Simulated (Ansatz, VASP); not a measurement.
Be: VASP beside Ansatz

The input INCAR:

```
PREC     = Accurate       # precision mode
ENCUT    = 520            # plane-wave cutoff, eV
EDIFF    = 1E-6           # SCF threshold, eV
ISMEAR   = 1              # smearing method
SIGMA    = 0.1            # smearing width, eV
LREAL    = F              # projectors in reciprocal space
LASPH    = T              # aspherical terms in the spheres
NELM     = 80             # most SCF steps
ALGO     = Normal         # electronic algorithm
ISIF     = 2              # what is computed and relaxed
LWAVE    = F              # write WAVECAR
LCHARG   = F              # write CHGCAR
GGA      = CA             # functional
NBANDS   = 9              # bands
```

Contents of KPOINTS:

```
Automatic mesh
0
Gamma
  41 41 23
```

File POSCAR:

```
Be
1.0
    2.2288004080      0.0000000000      0.0000000000
   -1.1144002040      1.9301977730      0.0000000000
    0.0000000000      0.0000000000      3.5095302650
Be
2
Direct
    0.0000000000      0.0000000000      0.0000000000
    0.3333333333      0.6666666667      0.5000000000
```

Input for Ansatz:

```yaml
crystal:
  lattice:
    - [2.228800408, 0.0, 0.0]
    - [-1.114400204, 1.930197773, 0.0]
    - [0.0, 0.0, 3.509530265]
  atoms:
    - { symbol: Be, position: [0.0, 0.0, 0.0] }
    - { symbol: Be, position: [0.3333333333, 0.6666666667, 0.5] }
kpoints:
  mp_grid: { grid: [41, 41, 23] }
scf:
  occupations: { method: cold, width: 0.1 }
hamiltonian:
  xc: lda
  pseudopotentials: { kind: paw, azcp: { folder: soft_1 } }
output:
  forces: true
  stress: true
  populations: false
```

Alike in both runs: task single point; functional LDA; k mesh 41 × 41 × 23; no spin polarisation.

|  | VASP | Ansatz |
| --- | --- | --- |
| version | VASP 6.6.1 | Ansatz 0.2.0 |
| potentials or method | VASP PAW LDA potentials, release 64 (Be) | plane-wave PAW, scalar-relativistic |
| plane-wave cutoff (eV) | 520 | 420 |
| occupations | methfessel-paxton of order 1, width 0.1 eV | cold, width 0.1 eV |
| valence electrons in the cell | 4 | 4 |

|  | VASP | Ansatz | Ansatz less VASP |
| --- | --- | --- | --- |
| pressure (GPa) | 0.5 | 0.0 | -0.50 |
| traceless stress, the component that is largest in VASP (GPa) | 0.36 | 0.34 | -0.025 |

Ansatz warns that its potentials were made for another functional, while VASP's fit it. LDA's correlation is that of Perdew and Zunger in VASP and of Perdew and Wang (1992) in Ansatz.
